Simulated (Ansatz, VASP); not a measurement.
**One calculation of Zn, two programs**

```
CELL_PARAMETERS angstrom
0.00000 1.89249 1.89249
1.89249 0.00000 1.89249
1.89249 1.89249 0.00000
ATOMIC_POSITIONS crystal
Zn 0.00000 0.00000 0.00000
```

Alike in both runs: task relaxation of cell and atoms; functional LDA; k mesh 18 × 18 × 18; occupations fermi-dirac, width 0.1 eV; no spin polarisation.

|  | VASP | Ansatz |
| --- | --- | --- |
| version | VASP 6.6.1 | Ansatz 0.2.0 |
| potentials or method | VASP PAW LDA potentials, release 64 (Zn) | PAW with Ansatz's default frozen-core files, scalar-relativistic |
| plane-wave cutoff (eV) | 600 | 420 |
| valence electrons in the cell | 12 | 12 |

```csv
,VASP,Ansatz,Ansatz less VASP
relaxed volume (Å³/atom),13.60,13.52,-0.085
relaxed length of the cell vector where the two differ most in proportion (Å),2.679,2.674,-0.0056
```

LDA's correlation is that of Perdew and Zunger in VASP and of Perdew and Wang (1992) in Ansatz.
